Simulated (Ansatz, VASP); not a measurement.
**Zr: VASP beside Ansatz**

The input INCAR:

```
SYSTEM = Zr
ALGO = Normal ; EDIFF = 1E-6
ENCUT = 520 ; ISIF = 2
ISMEAR = -1 ; LASPH = .TRUE.
LCHARG = .TRUE. ; LELF = .TRUE.
LREAL = .FALSE. ; LVHAR = .TRUE.
LWAVE = .FALSE. ; NBANDS = 19
NELM = 60 ; PREC = Accurate
SIGMA = 0.03
```

Contents of KPOINTS:

```
k-points
0
G
  13 13 7
  0 0 0
```

File POSCAR:

```
Zr
1.0
    3.2319982225      0.0000000000      0.0000000000
   -1.6159991112      2.7989925656      0.0000000000
    0.0000000000      0.0000000000      5.0955300000
Zr
2
Direct
    0.3333333333      0.6666666667      0.2500000000
    0.6666666667      0.3333333333      0.7500000000
```

Input for Ansatz:

```yaml
crystal:
  lattice:
    - [3.2319982225, 0.0, 0.0]
    - [-1.6159991112, 2.7989925656, 0.0]
    - [0.0, 0.0, 5.09553]
  atoms:
    - { symbol: Zr, position: [0.3333333333, 0.6666666667, 0.25] }
    - { symbol: Zr, position: [0.6666666667, 0.3333333333, 0.75] }
kpoints:
  mp_grid: { grid: [13, 13, 7] }
  band_path:
    path:
      - [0.0, 0.0, 0.0]
      - [0.5, 0.0, 0.0]
      - [0.3333333333, 0.3333333333, 0.0]
      - [0.0, 0.0, 0.0]
      - [0.0, 0.0, 0.5]
      - [0.5, 0.0, 0.5]
      - [0.3333333333, 0.3333333333, 0.5]
      - [0.0, 0.0, 0.5]
      - [0.5, 0.0, 0.5]
    npoints: 5
scf:
  occupations: { method: fermi_dirac, width: 0.03 }
hamiltonian:
  xc: lda
  pseudopotentials: { kind: all_electron, lapw: { basis_error: 0.00025 } }
output:
  forces: true
  stress: true
  eigenvalues: true
```

Change from the starting cell: zz strain of -1 %.

Alike in both runs: task single point; functional LDA; k mesh 13 × 13 × 7; occupations fermi-dirac, width 0.03 eV; no spin polarisation.

```csv
,VASP,Ansatz
version,VASP 6.6.1,Ansatz 0.2.0
potentials or method,"VASP PAW LDA potentials, release 64 (Zr_sv), cutoff 520 eV","all-electron LAPW, scalar-relativistic"
```

Ansatz gave:

```
pressure (GPa)                                                : -5.2
traceless stress, the component that is largest in VASP (GPa) : 1.06
```

Which values does VASP return?

Pressure (GPa): -5.1; traceless stress, the component that is largest in VASP (GPa): 1.07.

LDA's correlation is that of Perdew and Zunger in VASP and of Perdew and Wang (1992) in Ansatz. Ansatz ran all-electron here, and VASP with PAW potentials.
